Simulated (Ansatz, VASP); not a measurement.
**One calculation of CoSi2, two programs**

Contents of INCAR:

```
ALGO = Normal ; EDIFF = 1E-6
ENCUT = 520 ; GGA = PE
ISIF = 2 ; ISMEAR = -1
LASPH = True ; LCHARG = False
LREAL = False ; LWAVE = False
NBANDS = 16 ; NELM = 100
PREC = Accurate ; SIGMA = 0.1
```

The input KPOINTS:

```
k-points
0
Gamma
  11 11 11
```

POSCAR

```
CoSi2
1.0
    0.0000000000      2.2851974460      2.2851974460
    2.2851974460      0.0000000000      2.2851974460
    2.2851974460      2.2851974460      0.0000000000
Co Si
1 2
Direct
    0.0000000000      0.0000000000      0.0000000000
    0.2500000000      0.2500000000      0.2500000000
    0.7500000000      0.7500000000      0.7500000000
```

Input for Ansatz:

```yaml
crystal:
  lattice:
    - [0.0, 2.285197446, 2.285197446]
    - [2.285197446, 0.0, 2.285197446]
    - [2.285197446, 2.285197446, 0.0]
  atoms:
    - { symbol: Co, position: [0.0, 0.0, 0.0] }
    - { symbol: Si, position: [0.25, 0.25, 0.25] }
    - { symbol: Si, position: [0.75, 0.75, 0.75] }
kpoints:
  mp_grid: { grid: [11, 11, 11] }
  band_path:
    path:
      - [0.0, 0.0, 0.0]
      - [0.5, 0.0, 0.5]
      - [0.625, 0.25, 0.625]
      - [0.375, 0.375, 0.75]
      - [0.0, 0.0, 0.0]
      - [0.5, 0.5, 0.5]
      - [0.5, 0.25, 0.75]
      - [0.5, 0.0, 0.5]
    npoints: 8
scf:
  occupations: { method: fermi_dirac, width: 0.1 }
hamiltonian:
  xc: pbe
  pseudopotentials: { kind: all_electron, lapw: { basis_error: 0.001 } }
output:
  forces: true
  stress: true
  eigenvalues: true
  populations: true
  dos: { projected: true, de: 0.2, e_range: [-14, 8] }
```

Change from the starting cell: volume scaled by 0.62, LAPW.

Alike in both runs: task single point; functional PBE; k mesh 11 × 11 × 11; occupations fermi-dirac, width 0.1 eV; no spin polarisation.

|  | VASP | Ansatz |
| --- | --- | --- |
| version | VASP 6.6.1 | Ansatz 0.2.0 |
| potentials or method | VASP PAW PBE potentials, release 64 (Co, Si), cutoff 520 eV | all-electron LAPW, scalar-relativistic |

|  | VASP | Ansatz | Ansatz less VASP |
| --- | --- | --- | --- |
| pressure (GPa) | 240.7 | 239.1 | -1.65 |

Both programs put the cell under a high pressure, so it lies far from rest at this level. Ansatz ran all-electron here, and VASP with PAW potentials.

Noted on VASP's run: the cell as given lies far from equilibrium.
